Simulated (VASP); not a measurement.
Pb, 2 atoms in the cell. Symmetry: P6_3/mmc, No. 194, hexagonal system. Conventional cell: a = 3.433 Å, b = 3.433 Å, c = 5.514 Å, α = 90.00°, β = 90.00°, γ = 120.00°. Pb (site symmetry -6m2) has 12 Pb at 3.40 to 3.43 Å within 4.5 Å. 

* Program: VASP 6.6.1
* Task: single point
* Functional: PBEsol
* Potentials or basis: VASP PAW PBE potentials, release 64 (Pb_d)
* Cutoff: 520 eV
* k mesh: 9 × 9 × 5
* Occupations: fermi-dirac, width 0.05 eV
* Spin: no spin polarisation
* Dipole correction: no
* Further INCAR settings: ALGO = Normal; EDIFF = 1e-07; NBANDS = 21

Potentials or basis: VASP PAW PBE potentials, release 64 (Pb_d).

Command:

```bash
$ cat potpaw_PBE.64/Pb_d/POTCAR > POTCAR
$ mpirun -np 1 vasp_std > vasp.out
```

Hardware: 1 thread of Intel(R) Xeon(R) Platinum 8259CL CPU @ 2.50GHz (Skylake/Cascade Lake), on a shared host.

**Question.** How long does it take, and how much memory?

**Answer.** Wall time 36 s on 1 thread of Intel(R) Xeon(R) Platinum 8259CL CPU @ 2.50GHz (Skylake/Cascade Lake), with other jobs on the host, peak memory 0.19 GiB. Counts: scf iterations 11, k points 36.
